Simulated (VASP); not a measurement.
# PbS (F-43m) in VASP: relaxation of cell and atoms with PBE

Aim: the relaxation of cell and atoms of PbS with PBE.

Everything below comes from runs of VASP 6.6.1. Logs are shortened: lines on timing, memory, paths and dates and some standing lists are left out, and cuts for length are marked.

**1. The cell of the first run**

It takes space group F-43m (No. 216, cubic). Conventional cell: a = 5.745 Å, b = 5.745 Å, c = 5.745 Å, α = 90.00°, β = 90.00°, γ = 90.00°. Within 3.3 Å of Pb (site symmetry -43m) lie 4 S at 2.49 Å. Within 3.3 Å of S (site symmetry -43m) lie 4 Pb at 2.49 Å.

**2. Relaxation of cell and atoms, PBE**

Contents of INCAR:

```
SYSTEM = PbS
ALGO     = Normal         ! electronic algorithm
EDIFF    = 1E-7           ! SCF threshold, eV
EDIFFG   = -0.005         ! ionic threshold
ENCUT    = 600            ! plane-wave cutoff, eV
GGA      = PE             ! functional
IBRION   = 2              ! ionic algorithm
ISIF     = 3              ! what is computed and relaxed
ISMEAR   = -1             ! smearing method
LASPH    = .True.         ! aspherical terms in the spheres
LCHARG   = .False.        ! write CHGCAR
LREAL    = .False.        ! projectors in reciprocal space
LWAVE    = .False.        ! write WAVECAR
NELM     = 60             ! most SCF steps
NSW      = 80             ! ionic steps
PREC     = Accurate       ! precision mode
SIGMA    = 0.02           ! smearing width, eV
```

Contents of KPOINTS:

```
k-points
0
Gamma
  8 8 8
  0 0 0
```

Contents of POSCAR:

```
PbS
1.0
    0.0000000000      2.8723175892      2.8723175892
    2.8723175892      0.0000000000      2.8723175892
    2.8723175892      2.8723175892      0.0000000000
Pb S
1 1
Direct
    0.0000000000      0.0000000000      0.0000000000
    0.2500000000      0.2500000000      0.2500000000
```

Potentials or basis: VASP PAW PBE potentials, release 64 (Pb_d, S).

Started as:

```sh
$ cat potpaw_PBE.64/Pb_d/POTCAR potpaw_PBE.64/S/POTCAR > POTCAR
$ mpirun -np 1 vasp_std > vasp.out
```

OUTCAR:

```text
SYSTEM = PbS
   EDIFF = 1E-7
   EDIFFG = -0.005
   ENCUT = 600
   GGA = PE
   IBRION = 2
   ISIF = 3
   ISMEAR = -1
   LASPH = .True.
   LREAL = .False.
   NELM = 60
   NSW = 80
   PREC = Accurate

 ion  position               nearest neighbor table
   1  0.000  0.000  0.000-   2 2.49   2 2.49   2 2.49   2 2.49
   2  0.250  0.250  0.250-   1 2.49   1 2.49   1 2.49   1 2.49

  LATTYP: Found a face centered cubic cell.
 ALAT       =     5.7446351784

  Lattice vectors:

 A1 = (   0.0000000000,   2.8723175892,   2.8723175892)
 A2 = (   2.8723175892,   0.0000000000,   2.8723175892)
 A3 = (   2.8723175892,   2.8723175892,   0.0000000000)

Analysis of symmetry for initial positions (statically):
=====================================================================
 Subroutine PRICEL returns:
 Original cell was already a primitive cell.

 Routine SETGRP: Setting up the symmetry group for a
 face centered cubic supercell.

 Subroutine GETGRP returns: Found 24 space group operations
 (whereof 24 operations were pure point group operations)
 out of a pool of 48 trial point group operations.

The static configuration has the point symmetry T_d .

Analysis of symmetry for dynamics (positions and initial velocities):
=====================================================================
 Subroutine PRICEL returns:
 Original cell was already a primitive cell.

 Routine SETGRP: Setting up the symmetry group for a
 face centered cubic supercell.

 Subroutine GETGRP returns: Found 24 space group operations
 (whereof 24 operations were pure point group operations)
 out of a pool of 48 trial point group operations.

The dynamic configuration has the point symmetry T_d .

 Subroutine INISYM returns: Found 24 space group operations
 (whereof 24 operations are pure point group operations),
 and found     1 'primitive' translations

----------------------------------------------------------------------------------------

                                     Primitive cell

  volume of cell :      47.3944

  direct lattice vectors                    reciprocal lattice vectors
     0.000000000  2.872317589  2.872317589    -0.174075458  0.174075458  0.174075458
     2.872317589  0.000000000  2.872317589     0.174075458 -0.174075458  0.174075458
     2.872317589  2.872317589  0.000000000     0.174075458  0.174075458 -0.174075458

  length of vectors
     4.062070490  4.062070490  4.062070490     0.301507538  0.301507538  0.301507538

  position of ions in fractional coordinates (direct lattice)
     0.000000000  0.000000000  0.000000000
     0.250000000  0.250000000  0.250000000

  ion indices of the primitive-cell ions
   primitive index   ion index
                 1           1
                 2           2

----------------------------------------------------------------------------------------

[... 68 lines left out ...]
   NELM   =     60;   NELMIN=  2; NELMDL= -5     # of ELM steps
   EDIFF  = 0.1E-06   stopping-criterion for ELM
   LREAL  =      F    real-space projection
   EDIFFG = -.5E-02   stopping-criterion for IOM
   NSW    =     80    number of steps for IOM
   IBRION =      2    ionic relax: 0-MD 1-quasi-New 2-CG
   NFREE  =      1    steps in history (QN), initial steepest desc. (CG)
   ISIF   =      3    stress and relaxation
   ISYM   =      2    0-nonsym 1-usesym 2-fastsym
   POTIM  = 0.5000    time-step for ionic-motion
   TEBEG  =    0.0;   TEEND  =   0.0 temperature during run
   PSTRESS=    0.0 pullay stress
   NELECT =      20.0000    total number of electrons
   NUPDOWN=      -1.0000    fix difference up-down
   EMIN   =  10.00;   EMAX   =-10.00  energy-range for DOS
   EFERMI =   0.00;   METHOD = LEGACY
   ISMEAR =    -1;   SIGMA  =   0.02  broadening in eV -4-tet -1-fermi 0-gaus
   EFERMI_NEDOS =   21; number of points for ismear=-14 and -15
   IALGO  =     38    algorithm
   IMIX   =      4    mixing-type and parameters
     AMIX     =   0.40;   BMIX     =  1.00
     AMIX_MAG =   1.60;   BMIX_MAG =  1.00
  volume/ion in A,a.u.               =      23.70       159.92
  Fermi-wavevector in a.u.,A,eV,Ry     =   1.227936  2.320462 20.515227  1.507827
  Thomas-Fermi vector in A             =   2.362880
   LORBIT       =      0    0 simple, 1 ext, 2 COOP (PROOUT), +10 PAW based schemes
   GGA     = PE    functional components
   LHFCALC =     F    Hartree Fock is set to
   AEXX    =    0.0000 exact exchange contribution
   IVDW    =     0    specifies the selected vdW correction
   LEPSILON=     F    determine dielectric tensor
   LRPA    =     F    only Hartree local field effects (RPA)
 conjugate gradient relaxation of ions
 non-spin polarized calculation
  energy-cutoff  :      600.00
  volume of cell :       47.39
 maximum number of plane-waves:      1604
   NGX = 17   NGY = 17   NGZ = 17

--------------------------------------- Ionic step        1  -------------------------------------------

 number of electron      20.0000004 magnetization

 Free energy of the ion-electron system (eV)
  ---------------------------------------------------
  ext. energy  EPLUGINS =         0.00000000
  ---------------------------------------------------
  free energy    TOTEN  =        -6.33449548 eV

  energy without entropy =       -6.33355233  energy(sigma->0) =       -6.33402391

 E-fermi :   7.5999     XC(G=0):  -9.8764

 val. band max:        7.5432384658   @ k =  -0.3750   0.3750   0.1250
 cond. band min:       7.8027227882   @ k =   0.5000   0.3750   0.0000
 fundamental gap:      0.2594843224
 Fermi energy:         7.5998635483

 k-point     1 :       0.0000    0.0000    0.0000
  band No.  band energies     occupation
      1      -9.8931      2.00000
      2      -9.8931      2.00000
      3      -9.8931      2.00000
      4      -9.6665      2.00000
      5      -9.6665      2.00000
      6      -8.4583      2.00000
      7       2.8694      2.00000
      8       4.5067      2.00000
      9       4.5067      2.00000
     10       4.5067      2.00000
     11       9.6152      0.00000
     12       9.6152      0.00000
     13       9.6152      0.00000
     14      13.3570      0.00000
[... 534 lines left out ...]
--------------------------------------- Ionic step        5  -------------------------------------------

 number of electron      20.0000008 magnetization

 Free energy of the ion-electron system (eV)
  ---------------------------------------------------
  ext. energy  EPLUGINS =         0.00000000
  ---------------------------------------------------
  free energy    TOTEN  =        -8.40163518 eV

  energy without entropy =       -8.40163518  energy(sigma->0) =       -8.40163518

 E-fermi :   3.0885     XC(G=0):  -7.8388

 val. band max:        2.6890990851   @ k =  -0.2500   0.5000   0.2500
 cond. band min:       3.5346448439   @ k =   0.5000   0.5000   0.0000
 fundamental gap:      0.8455457588
 Fermi energy:         3.0885444912

 k-point     1 :       0.0000    0.0000    0.0000
  band No.  band energies     occupation
      1     -13.9479      2.00000
      2     -13.9479      2.00000
      3     -13.9479      2.00000
      4     -13.9156      2.00000
      5     -13.9156      2.00000
      6      -9.7969      2.00000
      7      -3.3022      2.00000
      8       1.0258      2.00000
      9       1.0258      2.00000
     10       1.0258      2.00000
     11       5.1883      0.00000
     12       5.1883      0.00000
     13       5.1883      0.00000
     14       7.9771      0.00000
[... 420 lines left out ...]
  FREE ENERGIE OF THE ION-ELECTRON SYSTEM (eV)
  ---------------------------------------------------
  free  energy   TOTEN  =        -8.4016351758 eV

  energy  without entropy=       -8.4016351758  energy(sigma->0) =       -8.40163518

 reached required accuracy - stopping structural energy minimisation
```

OSZICAR:

```text
N       E                     dE             d eps       ncg     rms          rms(c)
DAV:   1     0.182363745096E+03    0.18236E+03   -0.10975E+04   812   0.173E+03
DAV:   2     0.798266445609E+01   -0.17438E+03   -0.16987E+03   854   0.405E+02
DAV:   3    -0.643351332282E+01   -0.14416E+02   -0.14115E+02  1064   0.118E+02
[... 57 lines left out ...]
DAV:   4    -0.840163216904E+01   -0.37694E-05   -0.15173E-05  1076   0.343E-02    0.882E-03
DAV:   5    -0.840163496739E+01   -0.27983E-05   -0.12797E-06   926   0.104E-02    0.233E-03
DAV:   6    -0.840163544886E+01   -0.48147E-06   -0.10443E-07   700   0.336E-03    0.524E-04
DAV:   7    -0.840163518435E+01    0.26451E-06   -0.40947E-08   586   0.279E-03    0.154E-04
DAV:   8    -0.840163517582E+01    0.85249E-08   -0.71244E-09   442   0.107E-03
   5 F= -.84016352E+01 E0= -.84016352E+01  d E =-.408224E-04
```

CONTCAR:

```text
PbS
   1.00000000000000
     0.0000000000000000    3.3229022833715200    3.3229022833715200
     3.3229022833715200   -0.0000000000000000    3.3229022833715200
     3.3229022833715200    3.3229022833715200   -0.0000000000000000
  Pb              S
     1     1
Direct
     0.0000000000000000    0.0000000000000000    0.0000000000000000
     0.2500000000000000    0.2500000000000000    0.2500000000000000

  0.00000000E+00  0.00000000E+00  0.00000000E+00
  0.00000000E+00  0.00000000E+00  0.00000000E+00
```

Wall time 2.3 min (1 thread of AMD EPYC 7R13, shared host); peak memory 0.17 GiB.

Results:

* Free energy: -8.4016 eV
* Relaxed volume: 36.69 Å³/atom
* Relaxed cell: a = 4.699 Å, b = 4.699 Å, c = 4.699 Å, α = 60.00°, β = 60.00°, γ = 60.00°
* Space group after relaxing (to 0.1 Å): F-43m (No. 216)
* Energy gained by relaxing: 1033.6 meV/atom
* Ionic steps: 5
* Pressure after relaxing: 0.0 GPa
* Band gap on the k mesh: 0.85 eV (least direct gap 1.29 eV)

The path:
```
step  energy change (eV)  largest force (eV/Å)  pressure (GPa)  volume (Å³)
   1              0.0000                0.0000           36.34        47.39
   2             -1.6318                0.0000           -5.28        94.65
   3             -2.0668                0.0000            0.22        72.95
   4             -2.0671                0.0000           -0.08        73.56
   5             -2.0671                0.0000            0.01        73.38
```

Final structure:
```cif
data_structure
_symmetry_space_group_name_H-M 'P 1'
_symmetry_Int_Tables_number 1
_cell_length_a 4.6993
_cell_length_b 4.6993
_cell_length_c 4.6993
_cell_angle_alpha 60.000
_cell_angle_beta 60.000
_cell_angle_gamma 60.000
_cell_volume 73.38
loop_
_atom_site_label
_atom_site_type_symbol
_atom_site_fract_x
_atom_site_fract_y
_atom_site_fract_z
_atom_site_occupancy
Pb1 Pb 0.00000 0.00000 0.00000 1
S1 S 0.25000 0.25000 0.25000 1
```

Levels at points of the mesh, in eV from the valence-band top:
```csv
k point,band 6,band 7,band 8,band 9,band 10,band 11,band 12,band 13,band 14
"(0.00, 0.00, 0.00)",-12.49,-5.99,-1.66,-1.66,-1.66,2.50,2.50,2.50,5.29
"(0.50, 0.00, 0.00)",-11.79,-7.66,-2.16,-2.16,-1.88,3.20,3.20,3.56,7.07
"(0.50, 0.50, 0.00)",-11.51,-8.04,-2.83,-2.83,-0.45,0.85,5.02,5.02,6.01
```

Caveat: the volume moved by over 15 % at a fixed basis, so the end points are rough; spin-orbit coupling is left out, which moves the levels of the heavy elements.
